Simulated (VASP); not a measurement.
# InSb (Fm-3m) in VASP: single point with r2SCAN

Aim: the single point of InSb with r2SCAN.

All numbers are computed with VASP 6.6.1; they aren't measurements. Logs are shortened: lines on timing, memory, paths and dates and some standing lists are left out, and cuts for length are marked.

### Step 1. The cell of the first run

Symmetry: Fm-3m, No. 225, cubic system. Conventional cell: a = 6.091 Å, b = 6.091 Å, c = 6.091 Å, α = 90.00°, β = 90.00°, γ = 90.00°. In (site symmetry m-3m) has 6 Sb at 3.05 Å within 4.0 Å. Within 4.0 Å of Sb (site symmetry m-3m) lie 6 In at 3.05 Å.

### Step 2. Single point, r2SCAN

The input, POSCAR:

```
InSb
1.0
    0.0000000000      3.0455983123      3.0455983123
    3.0455983123      0.0000000000      3.0455983123
    3.0455983123      3.0455983123      0.0000000000
In Sb
1 1
Direct
    0.0000000000      0.0000000000      0.0000000000
    0.5000000000      0.5000000000      0.5000000000
```

The input, INCAR.step1:

```
PREC = Accurate
ENCUT = 520
ISMEAR = 0
SIGMA = 0.15
LREAL = F
LASPH = T
NELM = 60
NBANDS = 16
GGA = PE
ALGO = Normal
EDIFF = 1E-4
LWAVE = T
LCHARG = F
```

The input, INCAR.step2:

```
PREC = Accurate
ENCUT = 520
EDIFF = 1E-6
ISMEAR = 0
SIGMA = 0.15
LREAL = F
LASPH = T
NELM = 60
ALGO = Normal
ISIF = 2
LWAVE = F
LCHARG = F
METAGGA = R2SCAN
LMIXTAU = T
NBANDS = 16
ISTART = 1
```

The input, KPOINTS:

```
Automatic mesh
0
Gamma
  20 20 20
```

Potentials or basis: VASP PAW PBE potentials, release 64 (In_d, Sb).

Launch:

```
$ cat potpaw_PBE.64/In_d/POTCAR potpaw_PBE.64/Sb/POTCAR > POTCAR
$ cp INCAR.step1 INCAR
$ mpirun -np 1 vasp_std > vasp.out
$ cp INCAR.step2 INCAR
$ mpirun -np 1 vasp_std > vasp.out
```

OUTCAR:

```text
PREC = Accurate
   ENCUT = 520
   EDIFF = 1E-6
   ISMEAR = 0
   LREAL = F
   LASPH = T
   NELM = 60
   ISIF = 2
   METAGGA = R2SCAN
   ISTART = 1

 ion  position               nearest neighbor table
   1  0.000  0.000  0.000-   2 3.05   2 3.05   2 3.05   2 3.05   2 3.05   2 3.05
   2  0.500  0.500  0.500-   1 3.05   1 3.05   1 3.05   1 3.05   1 3.05   1 3.05

  LATTYP: Found a face centered cubic cell.
 ALAT       =     6.0911966246

  Lattice vectors:

 A1 = (   0.0000000000,   3.0455983123,   3.0455983123)
 A2 = (   3.0455983123,   0.0000000000,   3.0455983123)
 A3 = (   3.0455983123,   3.0455983123,   0.0000000000)

Analysis of symmetry for initial positions (statically):
=====================================================================
 Subroutine PRICEL returns:
 Original cell was already a primitive cell.

 Routine SETGRP: Setting up the symmetry group for a
 face centered cubic supercell.

 Subroutine GETGRP returns: Found 48 space group operations
 (whereof 48 operations were pure point group operations)
 out of a pool of 48 trial point group operations.

The static configuration has the point symmetry O_h .

Analysis of symmetry for dynamics (positions and initial velocities):
=====================================================================
 Subroutine PRICEL returns:
 Original cell was already a primitive cell.

 Routine SETGRP: Setting up the symmetry group for a
 face centered cubic supercell.

 Subroutine GETGRP returns: Found 48 space group operations
 (whereof 48 operations were pure point group operations)
 out of a pool of 48 trial point group operations.

The dynamic configuration has the point symmetry O_h .

 Subroutine INISYM returns: Found 48 space group operations
 (whereof 48 operations are pure point group operations),
 and found     1 'primitive' translations

----------------------------------------------------------------------------------------

                                     Primitive cell

  volume of cell :      56.4999

  direct lattice vectors                    reciprocal lattice vectors
     0.000000000  3.045598312  3.045598312    -0.164171354  0.164171354  0.164171354
     3.045598312  0.000000000  3.045598312     0.164171354 -0.164171354  0.164171354
     3.045598312  3.045598312  0.000000000     0.164171354  0.164171354 -0.164171354

  length of vectors
     4.307126439  4.307126439  4.307126439     0.284353127  0.284353127  0.284353127

  position of ions in fractional coordinates (direct lattice)
     0.000000000  0.000000000  0.000000000
     0.500000000  0.500000000  0.500000000

  ion indices of the primitive-cell ions
   primitive index   ion index
                 1           1
                 2           2

----------------------------------------------------------------------------------------

 KPOINTS: Automatic mesh

Automatic generation of k-mesh.
 Grid dimensions read from file:
 generate k-points for:   20   20   20

 Generating k-lattice:

  Cartesian coordinates                     Fractional coordinates (reciprocal lattice)
    -0.008208568  0.008208568  0.008208568     0.050000000  0.000000000  0.000000000
     0.008208568 -0.008208568  0.008208568     0.000000000  0.050000000  0.000000000
     0.008208568  0.008208568 -0.008208568     0.000000000  0.000000000  0.050000000

  Length of vectors
     0.014217656  0.014217656  0.014217656

  Shift w.r.t. Gamma in fractional coordinates (k-lattice)
     0.000000000  0.000000000  0.000000000

 Subroutine IBZKPT returns following result:
 ===========================================

 Found    256 irreducible k-points:

 Following reciprocal coordinates:
            Coordinates               Weight
  0.000000  0.000000  0.000000      1.000000
  0.050000  0.000000  0.000000      8.000000
  0.100000  0.000000  0.000000      8.000000
  0.150000  0.000000  0.000000      8.000000
  0.200000  0.000000  0.000000      8.000000
  0.250000  0.000000  0.000000      8.000000
[... 16 lines left out ...]
 -0.400000  0.050000  0.000000     24.000000
 -0.350000  0.050000  0.000000     24.000000
 [... further k-points ...]
   k-points           NKPTS =    256   k-points in BZ     NKDIM =    256   number of bands    NBANDS=     16
   number of dos      NEDOS =    301   number of ions     NIONS =      2
   total plane-waves  NPLWV =  32768
   dimension x,y,z NGX =    32 NGY =   32 NGZ =   32
   dimension x,y,z NGXF=    64 NGYF=   64 NGZF=   64
   ions per type =               1   1
   NGX,Y,Z   is equivalent  to a cutoff of  12.35, 12.35, 12.35 a.u.
   NGXF,Y,Z  is equivalent  to a cutoff of  24.70, 24.70, 24.70 a.u.
 SYSTEM =  unknown system
   PREC   = accura    normal or accurate (medium, high low for compatibility)
   ISTART =      1    job   : 0-new  1-cont  2-samecut
   ICHARG =      0    charge: 1-file 2-atom 10-const
   ISPIN  =      1    spin polarized calculation?
   LNONCOLLINEAR =      F non collinear calculations
   LSORBIT =      F    spin-orbit coupling
   LASPH  =      T    aspherical Exc in radial PAW
   ENCUT  =  520.0 eV  38.22 Ry    6.18 a.u.   8.01  8.01  8.01*2*pi/ulx,y,z
   NELM   =     60;   NELMIN=  2; NELMDL=  0     # of ELM steps
   EDIFF  = 0.1E-05   stopping-criterion for ELM
   LREAL  =      F    real-space projection
   EDIFFG = 0.1E-04   stopping-criterion for IOM
   NSW    =      0    number of steps for IOM
   IBRION =     -1    ionic relax: 0-MD 1-quasi-New 2-CG
   NFREE  =      0    steps in history (QN), initial steepest desc. (CG)
   ISIF   =      2    stress and relaxation
   ISYM   =      2    0-nonsym 1-usesym 2-fastsym
   POTIM  = 0.5000    time-step for ionic-motion
   TEBEG  =    0.0;   TEEND  =   0.0 temperature during run
   PSTRESS=    0.0 pullay stress
   NELECT =      18.0000    total number of electrons
   NUPDOWN=      -1.0000    fix difference up-down
   EMIN   =  10.00;   EMAX   =-10.00  energy-range for DOS
   EFERMI =   0.00;   METHOD = LEGACY
   ISMEAR =     0;   SIGMA  =   0.15  broadening in eV -4-tet -1-fermi 0-gaus
   EFERMI_NEDOS =   21; number of points for ismear=-14 and -15
   IALGO  =     38    algorithm
   IMIX   =      4    mixing-type and parameters
     AMIX     =   0.40;   BMIX     =  1.00
     AMIX_MAG =   1.60;   BMIX_MAG =  1.00
  volume/ion in A,a.u.               =      28.25       190.64
  Fermi-wavevector in a.u.,A,eV,Ry     =   1.118106  2.112914 17.009479  1.250161
  Thomas-Fermi vector in A             =   2.254735
   LORBIT       =      0    0 simple, 1 ext, 2 COOP (PROOUT), +10 PAW based schemes
   METAGGA = R2SCAN    functional components
   LHFCALC =     F    Hartree Fock is set to
   AEXX    =    0.0000 exact exchange contribution
   IVDW    =     0    specifies the selected vdW correction
   LEPSILON=     F    determine dielectric tensor
   LRPA    =     F    only Hartree local field effects (RPA)
 non-spin polarized calculation
 Gauss-broadening in eV      SIGMA  =   0.15
  energy-cutoff  :      520.00
  volume of cell :       56.50
 maximum number of plane-waves:      1544
   NGX = 17   NGY = 17   NGZ = 17

 number of electron      17.9999993 magnetization

 Free energy of the ion-electron system (eV)
  ---------------------------------------------------
  ext. energy  EPLUGINS =         0.00000000
  ---------------------------------------------------
  free energy    TOTEN  =       -48.38124157 eV

  energy without entropy =      -48.36850581  energy(sigma->0) =      -48.37487369

 E-fermi :   6.7979     XC(G=0): -10.4199

 val. band max:        6.7961607291   @ k =   0.2500   0.0000   0.0000
 cond. band min:       6.7992471888   @ k =  -0.3000   0.2000   0.0000
 fundamental gap:      0.0030864597
 Fermi energy:         6.7978921734

 k-point     1 :       0.0000    0.0000    0.0000
  band No.  band energies     occupation
      1      -8.2310      2.00000
      2      -8.2310      2.00000
      3      -8.1890      2.00000
      4      -8.1890      2.00000
      5      -8.1890      2.00000
      6      -4.7498      2.00000
[... 8 lines left out ...]
     15      13.3563      0.00000
     16      13.3563      0.00000

 k-point     2 :       0.0500    0.0000    0.0000
  band No.  band energies     occupation
      1      -8.2317      2.00000
      2      -8.2317      2.00000
      3      -8.1890      2.00000
      4      -8.1885      2.00000
      5      -8.1884      2.00000
      6      -4.7211      2.00000
[... 8 lines left out ...]
     15      13.4584      0.00000
     16      13.4723      0.00000

 k-point     3 :       0.1000    0.0000    0.0000
  band No.  band energies     occupation
      1      -8.2340      2.00000
      2      -8.2340      2.00000
      3      -8.1891      2.00000
      4      -8.1867      2.00000
      5      -8.1867      2.00000
      6      -4.6352      2.00000
[... 8 lines left out ...]
     15      13.6362      0.00000
     16      13.6362      0.00000

 k-point     4 :       0.1500    0.0000    0.0000
  band No.  band energies     occupation
      1      -8.2378      2.00000
      2      -8.2378      2.00000
      3      -8.1891      2.00000
      4      -8.1837      2.00000
      5      -8.1837      2.00000
      6      -4.4933      2.00000
[... 8 lines left out ...]
     15      13.9162      0.00000
     16      13.9162      0.00000

 k-point     5 :       0.2000    0.0000    0.0000
  band No.  band energies     occupation
      1      -8.2429      2.00000
      2      -8.2429      2.00000
      3      -8.1893      2.00000
      4      -8.1796      2.00000
      5      -8.1796      2.00000
      6      -4.2977      2.00000
[... 8 lines left out ...]
     15      14.2970      0.00000
     16      14.2970      0.00000

 k-point     6 :       0.2500    0.0000    0.0000
  band No.  band energies     occupation
      1      -8.2487      2.00000
      2      -8.2487      2.00000
      3      -8.1897      2.00000
      4      -8.1749      2.00000
      5      -8.1749      2.00000
      6      -4.0528      2.00000
[... 8 lines left out ...]
     15      14.7720      0.00000
     16      14.7720      0.00000

 k-point     7 :       0.3000    0.0000    0.0000
  band No.  band energies     occupation
      1      -8.2546      2.00000
      2      -8.2546      2.00000
      3      -8.1901      2.00000
      4      -8.1700      2.00000
      5      -8.1700      2.00000
      6      -3.7662      2.00000
[... 8 lines left out ...]
     15      15.3330      0.00000
     16      15.3330      0.00000

 k-point     8 :       0.3500    0.0000    0.0000
  band No.  band energies     occupation
      1      -8.2601      2.00000
      2      -8.2601      2.00000
      3      -8.1906      2.00000
      4      -8.1655      2.00000
      5      -8.1655      2.00000
      6      -3.4531      2.00000
[... 8 lines left out ...]
     15      15.9701      0.00000
     16      15.9701      0.00000

 k-point     9 :       0.4000    0.0000    0.0000
  band No.  band energies     occupation
      1      -8.2644      2.00000
      2      -8.2644      2.00000
      3      -8.1910      2.00000
      4      -8.1619      2.00000
      5      -8.1619      2.00000
      6      -3.1428      2.00000
[... 8 lines left out ...]
     15      16.6683      0.00000
     16      16.6683      0.00000
[... 172 lines left out ...]
 k-point    19 :       0.4000    0.0500    0.0000
  band No.  band energies     occupation
      1      -8.2681      2.00000
      2      -8.2597      2.00000
      3      -8.1904      2.00000
      4      -8.1645      2.00000
      5      -8.1616      2.00000
      6      -3.2178      2.00000
[... 8 lines left out ...]
     15      16.6975      0.00000
     16      16.8802      0.00000

 k-point    20 :       0.4500    0.0500    0.0000
  band No.  band energies     occupation
      1      -8.2705      2.00000
      2      -8.2640      2.00000
      3      -8.1906      2.00000
      4      -8.1615      2.00000
      5      -8.1592      2.00000
      6      -2.9400      2.00000
[... 8 lines left out ...]
     15      17.5026      0.00000
     16      17.5636      0.00000

 k-point    21 :       0.5000    0.0500    0.0000
  band No.  band energies     occupation
      1      -8.2709      2.00000
      2      -8.2667      2.00000
      3      -8.1907      2.00000
      4      -8.1598      2.00000
      5      -8.1584      2.00000
      6      -2.7801      2.00000
[... 8 lines left out ...]
     15      17.8438      0.00000
     16      18.1624      0.00000

 k-point    22 :      -0.4500    0.0500    0.0000
  band No.  band energies     occupation
      1      -8.2693      2.00000
      2      -8.2676      2.00000
      3      -8.1907      2.00000
      4      -8.1596      2.00000
      5      -8.1592      2.00000
      6      -2.8145      2.00000
[... 8 lines left out ...]
     15      17.2585      0.00000
     16      18.1587      0.00000

 k-point    23 :      -0.4000    0.0500    0.0000
  band No.  band energies     occupation
      1      -8.2666      2.00000
      2      -8.2659      2.00000
      3      -8.1905      2.00000
      4      -8.1616      2.00000
      5      -8.1608      2.00000
      6      -3.0244      2.00000
[... 8 lines left out ...]
     15      16.5171      0.00000
     16      17.7400      0.00000

 k-point    24 :      -0.3500    0.0500    0.0000
  band No.  band energies     occupation
      1      -8.2638      2.00000
      2      -8.2609      2.00000
      3      -8.1902      2.00000
      4      -8.1651      2.00000
      5      -8.1635      2.00000
      6      -3.3221      2.00000
[... 8 lines left out ...]
     15      15.8113      0.00000
     16      16.9957      0.00000

 [... further k-points ...]

------------------------ aborting loop because EDIFF is reached ----------------------------------------

  FORCE on cell =-STRESS in cart. coord.  units (eV):
  Direction    XX          YY          ZZ          XY          YZ          ZX
  --------------------------------------------------------------------------------------
  -------------------------------------------------------------------------------------
  Total       -0.0147450     -0.0147450     -0.0147450      0.0000000     -0.0000000      0.0000000
  in kB       -0.4181270     -0.4181270     -0.4181270      0.0000000     -0.0000000      0.0000000
  external PRESSURE =      -0.4181270 kB  Pullay stress =       0.0000000 kB

 VOLUME and BASIS-vectors are now :
 -----------------------------------------------------------------------------
  energy-cutoff  :      520.00
  volume of cell :       56.50
      direct lattice vectors                 reciprocal lattice vectors
     0.000000000  3.045598312  3.045598312    -0.164171354  0.164171354  0.164171354
     3.045598312  0.000000000  3.045598312     0.164171354 -0.164171354  0.164171354
     3.045598312  3.045598312  0.000000000     0.164171354  0.164171354 -0.164171354

 POSITION                                       TOTAL-FORCE (eV/Angst)
 -----------------------------------------------------------------------------------
      0.00000      0.00000      0.00000         0.000000      0.000000      0.000000
      3.04560      3.04560      3.04560         0.000000      0.000000      0.000000
 -----------------------------------------------------------------------------------
    total drift:                                0.000000     -0.000000     -0.000000

  FREE ENERGIE OF THE ION-ELECTRON SYSTEM (eV)
  ---------------------------------------------------
  free  energy   TOTEN  =       -48.3812415665 eV

  energy  without entropy=      -48.3685058090  energy(sigma->0) =      -48.37487369
```

Run time: 7.6 min. Hardware: 1 thread of Intel Xeon Platinum 8259CL at 2.50GHz (Skylake/Cascade Lake), shared host; peak memory 0.37 GiB.

What came out:

```yaml
Free_energy: -48.3812 eV
Pressure: 0.0 GPa
Band_gap_on_the_k_mesh: zero (band 9 reaches 7.37 eV, above the bottom of band 10 at 4.48 eV)
```

Caveat: the PAW data sets were made with another functional, which shifts forces and pressure a little; spin-orbit coupling is left out, which moves the levels of the heavy elements.
